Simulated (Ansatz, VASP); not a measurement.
## Two plane-wave programs on SiO2

```xyz
6
Lattice="4.0305 0.0000 0.0000 0.0000 4.0305 0.0000 0.0000 0.0000 2.7891" Properties=species:S:1:pos:R:3 pbc="T T T"
Si    2.0152    2.0152    1.3945
Si    0.0000    0.0000    0.0000
O     2.7989    2.7989    0.0000
O     0.7836    3.2469    1.3945
O     1.2316    1.2316    0.0000
O     3.2469    0.7836    1.3945
```

Alike in both runs: task single point; functional LDA; k mesh 6 × 6 × 8; occupations gaussian, width 0.05 eV; no spin polarisation.

|  | VASP | Ansatz |
| --- | --- | --- |
| version | VASP 6.6.1 | Ansatz 0.2.0 |
| potentials or method | VASP PAW LDA potentials, release 64 (Si, O), cutoff 520 eV | scalar-relativistic, plane waves, PAW |
| valence electrons in the cell | 32 | 32 |

|  | VASP | Ansatz | Ansatz less VASP |
| --- | --- | --- | --- |
| gap on the k mesh at the Fermi level (eV) | 5.46 | 5.51 | +0.046 |
| least direct gap on the mesh (eV) | 5.46 | 5.51 | +0.046 |
| pressure (GPa) | 3.8 | 2.7 | -1.08 |
| traceless stress, the component that is largest in VASP (GPa) | -22.50 | -22.79 | -0.285 |
| rms of the force components (eV/Å) | 0.205 | 0.205 | 0.0000 |

Ansatz warns that its potentials were made for another functional, while VASP's fit it. LDA's correlation is that of Perdew and Zunger in VASP and of Perdew and Wang (1992) in Ansatz. Atom by atom the forces differ by 0.000 eV/Å (rms over components).
